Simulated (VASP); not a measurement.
# Si3N4 (Fd-3m) in VASP: single point with PBE

Aim: the single point of Si3N4 with PBE.

Everything below comes from runs of VASP 6.6.1. Logs are shortened: lines on timing, memory, paths and dates and some standing lists are left out, and cuts for length are marked.

### Step 1. The cell of the first run

Symmetry: Fd-3m, No. 227, cubic system. The conventional cell has a = 7.691 Å, b = 7.691 Å, c = 7.691 Å, α = 90.00°, β = 90.00°, γ = 90.00°. Within 2.5 Å of Si (site symmetry -3m) lie 6 N at 1.87 Å. Si (site symmetry -43m) has 4 N at 1.76 Å within 2.3 Å. N (site symmetry 3m) has 4 Si at 1.76 to 1.87 Å within 2.3 Å.

### Step 2. Single point, PBE (strained cell)

Input file INCAR:

```
SYSTEM = Si3N4
  ALGO = Normal
  EDIFF = 1E-6
  ENCUT = 520
  GGA = PE
  ISIF = 2
  ISMEAR = 0
  LASPH = .True.
  LCHARG = .False.
  LREAL = .False.
  LWAVE = .False.
  NBANDS = 45
  NELM = 60
  PREC = Accurate
  SIGMA = 0.02
```

Input file KPOINTS:

```
k-points
0
Gamma
  6 6 6
  0 0 0
```

Input file POSCAR:

```
Si3N4
1.0
    0.0000000000      3.8454291899      3.8454291899
    3.8454291899      0.0000000000      3.8454291899
    3.8454291899      3.8454291899      0.0000000000
Si N
6 8
Direct
    0.6250000000      0.6250000000      0.1250000000
    0.6250000000      0.1250000000      0.6250000000
    0.1250000000      0.6250000000      0.6250000000
    0.6250000000      0.6250000000      0.6250000000
    0.2500000000      0.2500000000      0.2500000000
    0.0000000000      0.0000000000      0.0000000000
    0.8677475706      0.8677475706      0.8677475706
    0.8532427118      0.3822524294      0.3822524294
    0.3822524294      0.3822524294      0.8532427118
    0.3822524294      0.8532427118      0.3822524294
    0.8677475706      0.8677475706      0.3967572882
    0.8677475706      0.3967572882      0.8677475706
    0.3822524294      0.3822524294      0.3822524294
    0.3967572882      0.8677475706      0.8677475706
```

Potentials or basis: VASP PAW PBE potentials, release 64 (Si, N).

Command:

```
$ cat potpaw_PBE.64/Si/POTCAR potpaw_PBE.64/N/POTCAR > POTCAR
$ mpirun -np 1 vasp_std > vasp.out
```

OUTCAR:

```text
SYSTEM = Si3N4
   EDIFF = 1E-6
   ENCUT = 520
   GGA = PE
   ISIF = 2
   ISMEAR = 0
   LASPH = .True.
   LREAL = .False.
   NELM = 60
   PREC = Accurate

 ion  position               nearest neighbor table
   1  0.625  0.625  0.125-   8 1.87  10 1.87  12 1.87  14 1.87  13 1.87   7 1.87   4 2.72   2 2.72
                             3 2.72   4 2.72   2 2.72   3 2.72
   2  0.625  0.125  0.625-   8 1.87   9 1.87  11 1.87  14 1.87  13 1.87   7 1.87   4 2.72   1 2.72
                             1 2.72   3 2.72   4 2.72   3 2.72
   3  0.125  0.625  0.625-   9 1.87  10 1.87  11 1.87  12 1.87   7 1.87  13 1.87   4 2.72   1 2.72
                             2 2.72   1 2.72   2 2.72   4 2.72
   4  0.625  0.625  0.625-   8 1.87   9 1.87  10 1.87  11 1.87  12 1.87  14 1.87   1 2.72   2 2.72
                             3 2.72   1 2.72   2 2.72   3 2.72
   5  0.250  0.250  0.250-  13 1.76   9 1.76  10 1.76   8 1.76
   6  0.000  0.000  0.000-   7 1.76  11 1.76  12 1.76  14 1.76
   7  0.868  0.868  0.868-   6 1.76   2 1.87   3 1.87   1 1.87
   8  0.853  0.382  0.382-   5 1.76   2 1.87   1 1.87   4 1.87
   9  0.382  0.382  0.853-   5 1.76   3 1.87   2 1.87   4 1.87
  10  0.382  0.853  0.382-   5 1.76   3 1.87   1 1.87   4 1.87
  11  0.868  0.868  0.397-   6 1.76   3 1.87   2 1.87   4 1.87
  12  0.868  0.397  0.868-   6 1.76   3 1.87   1 1.87   4 1.87
  13  0.382  0.382  0.382-   5 1.76   2 1.87   3 1.87   1 1.87
  14  0.397  0.868  0.868-   6 1.76   2 1.87   1 1.87   4 1.87

  LATTYP: Found a face centered cubic cell.
 ALAT       =     7.6908583798

  Lattice vectors:

 A1 = (   0.0000000000,   3.8454291899,   3.8454291899)
 A2 = (   3.8454291899,   0.0000000000,   3.8454291899)
 A3 = (   3.8454291899,   3.8454291899,   0.0000000000)

Analysis of symmetry for initial positions (statically):
=====================================================================
 Subroutine PRICEL returns:
 Original cell was already a primitive cell.

 Routine SETGRP: Setting up the symmetry group for a
 face centered cubic supercell.

 Subroutine GETGRP returns: Found 48 space group operations
 (whereof 24 operations were pure point group operations)
 out of a pool of 48 trial point group operations.

The static configuration has the point symmetry T_d .
 The point group associated with its full space group is O_h .

Analysis of symmetry for dynamics (positions and initial velocities):
=====================================================================
 Subroutine PRICEL returns:
 Original cell was already a primitive cell.

 Routine SETGRP: Setting up the symmetry group for a
 face centered cubic supercell.

 Subroutine GETGRP returns: Found 48 space group operations
 (whereof 24 operations were pure point group operations)
 out of a pool of 48 trial point group operations.

The dynamic configuration has the point symmetry T_d .
 The point group associated with its full space group is O_h .

 Subroutine INISYM returns: Found 48 space group operations
 (whereof 24 operations are pure point group operations),
 and found     1 'primitive' translations

----------------------------------------------------------------------------------------

                                     Primitive cell

  volume of cell :     113.7272

  direct lattice vectors                    reciprocal lattice vectors
     0.000000000  3.845429190  3.845429190    -0.130024498  0.130024498  0.130024498
     3.845429190  0.000000000  3.845429190     0.130024498 -0.130024498  0.130024498
     3.845429190  3.845429190  0.000000000     0.130024498  0.130024498 -0.130024498

  length of vectors
     5.438258114  5.438258114  5.438258114     0.225209037  0.225209037  0.225209037

  position of ions in fractional coordinates (direct lattice)
     0.625000000  0.625000000  0.125000000
     0.625000000  0.125000000  0.625000000
     0.125000000  0.625000000  0.625000000
     0.625000000  0.625000000  0.625000000
     0.250000000  0.250000000  0.250000000
     0.000000000  0.000000000  0.000000000
     0.867747571  0.867747571  0.867747571
     0.853242712  0.382252429  0.382252429
     0.382252429  0.382252429  0.853242712
     0.382252429  0.853242712  0.382252429
     0.867747571  0.867747571  0.396757288
     0.867747571  0.396757288  0.867747571
     0.382252429  0.382252429  0.382252429
[... 31 lines left out ...]
     0.021670750 -0.021670750  0.021670750     0.000000000  0.166666667  0.000000000
     0.021670750  0.021670750 -0.021670750     0.000000000  0.000000000  0.166666667

  Length of vectors
     0.037534839  0.037534839  0.037534839

  Shift w.r.t. Gamma in fractional coordinates (k-lattice)
     0.000000000  0.000000000  0.000000000

 Subroutine IBZKPT returns following result:
 ===========================================

 Found     16 irreducible k-points:

 Following reciprocal coordinates:
            Coordinates               Weight
  0.000000  0.000000  0.000000      1.000000
  0.166667  0.000000  0.000000      8.000000
  0.333333  0.000000  0.000000      8.000000
  0.500000  0.000000  0.000000      4.000000
  0.166667  0.166667  0.000000      6.000000
  0.333333  0.166667  0.000000     24.000000
[... 8 lines left out ...]
 -0.333333  0.333333  0.166667     24.000000
 -0.333333  0.500000  0.166667     12.000000
   k-points           NKPTS =     16   k-points in BZ     NKDIM =     16   number of bands    NBANDS=     45
   number of dos      NEDOS =    301   number of ions     NIONS =     14
   total plane-waves  NPLWV =  64000
   dimension x,y,z NGX =    40 NGY =   40 NGZ =   40
   dimension x,y,z NGXF=    80 NGYF=   80 NGZF=   80
   ions per type =               6   8
   NGX,Y,Z   is equivalent  to a cutoff of  12.23, 12.23, 12.23 a.u.
   NGXF,Y,Z  is equivalent  to a cutoff of  24.46, 24.46, 24.46 a.u.
 SYSTEM =  Si3N4
   PREC   = accura    normal or accurate (medium, high low for compatibility)
   ISTART =      0    job   : 0-new  1-cont  2-samecut
   ICHARG =      2    charge: 1-file 2-atom 10-const
   ISPIN  =      1    spin polarized calculation?
   LNONCOLLINEAR =      F non collinear calculations
   LSORBIT =      F    spin-orbit coupling
   LASPH  =      T    aspherical Exc in radial PAW
   ENCUT  =  520.0 eV  38.22 Ry    6.18 a.u.  10.11 10.11 10.11*2*pi/ulx,y,z
   NELM   =     60;   NELMIN=  2; NELMDL= -5     # of ELM steps
   EDIFF  = 0.1E-05   stopping-criterion for ELM
   LREAL  =      F    real-space projection
   EDIFFG = 0.1E-04   stopping-criterion for IOM
   NSW    =      0    number of steps for IOM
   IBRION =     -1    ionic relax: 0-MD 1-quasi-New 2-CG
   NFREE  =      0    steps in history (QN), initial steepest desc. (CG)
   ISIF   =      2    stress and relaxation
   ISYM   =      2    0-nonsym 1-usesym 2-fastsym
   POTIM  = 0.5000    time-step for ionic-motion
   TEBEG  =    0.0;   TEEND  =   0.0 temperature during run
   PSTRESS=    0.0 pullay stress
   NELECT =      64.0000    total number of electrons
   NUPDOWN=      -1.0000    fix difference up-down
   EMIN   =  10.00;   EMAX   =-10.00  energy-range for DOS
   EFERMI =   0.00;   METHOD = LEGACY
   ISMEAR =     0;   SIGMA  =   0.02  broadening in eV -4-tet -1-fermi 0-gaus
   EFERMI_NEDOS =   21; number of points for ismear=-14 and -15
   IALGO  =     38    algorithm
   IMIX   =      4    mixing-type and parameters
     AMIX     =   0.40;   BMIX     =  1.00
     AMIX_MAG =   1.60;   BMIX_MAG =  1.00
  volume/ion in A,a.u.               =       8.12        54.82
  Fermi-wavevector in a.u.,A,eV,Ry     =   1.351595  2.554145 24.855257  1.826810
  Thomas-Fermi vector in A             =   2.479004
   LORBIT       =      0    0 simple, 1 ext, 2 COOP (PROOUT), +10 PAW based schemes
   GGA     = PE    functional components
   LHFCALC =     F    Hartree Fock is set to
   AEXX    =    0.0000 exact exchange contribution
   IVDW    =     0    specifies the selected vdW correction
   LEPSILON=     F    determine dielectric tensor
   LRPA    =     F    only Hartree local field effects (RPA)
 non-spin polarized calculation
 Gauss-broadening in eV      SIGMA  =   0.02
  energy-cutoff  :      520.00
  volume of cell :      113.73
 maximum number of plane-waves:      3119
   NGX = 21   NGY = 21   NGZ = 21

 number of electron      64.0000010 magnetization

 Free energy of the ion-electron system (eV)
  ---------------------------------------------------
  ext. energy  EPLUGINS =         0.00000000
  ---------------------------------------------------
  free energy    TOTEN  =      -112.32374064 eV

  energy without entropy =     -112.32374064  energy(sigma->0) =     -112.32374064

 E-fermi :   9.7495     XC(G=0): -12.3997

 val. band max:        9.5992654512   @ k =  -0.1667   0.1667   0.0000
 cond. band min:      13.0818147021   @ k =   0.0000   0.0000   0.0000
 fundamental gap:      3.4825492509
 Fermi energy:         9.7494787949

 k-point     1 :       0.0000    0.0000    0.0000
  band No.  band energies     occupation
      1      -9.5377      2.00000
      2      -6.1186      2.00000
      3      -5.1732      2.00000
      4      -5.1732      2.00000
      5      -5.1732      2.00000
      6      -4.1502      2.00000
[... 741 lines left out ...]
     43      19.6847      0.00000
     44      19.6847      0.00000
 [bands above 44 left out]

------------------------ aborting loop because EDIFF is reached ----------------------------------------

  FORCE on cell =-STRESS in cart. coord.  units (eV):
  Direction    XX          YY          ZZ          XY          YZ          ZX
  --------------------------------------------------------------------------------------
  -------------------------------------------------------------------------------------
  Total        8.4481259      8.4481259      8.4481259      0.0000000      0.0000000      0.0000000
  in kB      119.0163173    119.0163173    119.0163173      0.0000000      0.0000000      0.0000000
  external PRESSURE =     119.0163173 kB  Pullay stress =       0.0000000 kB

 VOLUME and BASIS-vectors are now :
 -----------------------------------------------------------------------------
  energy-cutoff  :      520.00
  volume of cell :      113.73
      direct lattice vectors                 reciprocal lattice vectors
     0.000000000  3.845429190  3.845429190    -0.130024498  0.130024498  0.130024498
     3.845429190  0.000000000  3.845429190     0.130024498 -0.130024498  0.130024498
     3.845429190  3.845429190  0.000000000     0.130024498  0.130024498 -0.130024498

 POSITION                                       TOTAL-FORCE (eV/Angst)
 -----------------------------------------------------------------------------------
      2.88407      2.88407      4.80679         0.000000      0.000000      0.000000
      2.88407      4.80679      2.88407         0.000000      0.000000      0.000000
      4.80679      2.88407      2.88407         0.000000      0.000000      0.000000
      4.80679      4.80679      4.80679         0.000000      0.000000      0.000000
      1.92271      1.92271      1.92271         0.000000      0.000000      0.000000
      0.00000      0.00000      0.00000         0.000000      0.000000      0.000000
      6.67372      6.67372      6.67372         0.005885      0.005885      0.005885
      2.93985      4.75101      4.75101        -0.005885      0.005885      0.005885
      4.75101      4.75101      2.93985         0.005885      0.005885     -0.005885
      4.75101      2.93985      4.75101         0.005885     -0.005885      0.005885
      4.86256      4.86256      6.67372        -0.005885     -0.005885      0.005885
      4.86256      6.67372      4.86256        -0.005885      0.005885     -0.005885
      2.93985      2.93985      2.93985        -0.005885     -0.005885     -0.005885
      6.67372      4.86256      4.86256         0.005885     -0.005885     -0.005885
 -----------------------------------------------------------------------------------
    total drift:                                0.000000      0.000000      0.000000

  FREE ENERGIE OF THE ION-ELECTRON SYSTEM (eV)
  ---------------------------------------------------
  free  energy   TOTEN  =      -112.3237406379 eV

  energy  without entropy=     -112.3237406379  energy(sigma->0) =     -112.32374064
```

It took 2.4 min on 1 thread of Intel Xeon 8259CL, shared host; peak memory 0.25 GiB.

Results:

| Property | Result |
| --- | --- |
| Free energy | -112.3237 eV |
| Pressure | 11.9 GPa |
| Largest force | 0.010 eV/Å |
| Band gap on the k mesh | 3.48 eV (least direct gap 3.51 eV) |

Forces on the atoms (eV/Å):
```
Si   0.000  0.000  0.000
Si   0.000  0.000  0.000
Si   0.000  0.000  0.000
Si   0.000  0.000  0.000
Si   0.000  0.000  0.000
Si   0.000  0.000  0.000
N    0.006  0.006  0.006
N   -0.006  0.006  0.006
N    0.006  0.006 -0.006
N    0.006 -0.006  0.006
N   -0.006 -0.006  0.006
N   -0.006  0.006 -0.006
N   -0.006 -0.006 -0.006
N    0.006 -0.006 -0.006
```

Caveat: the cell differs from its parent crystal (strained cell); the cell stands under pressure. A k mesh can miss the band edges.
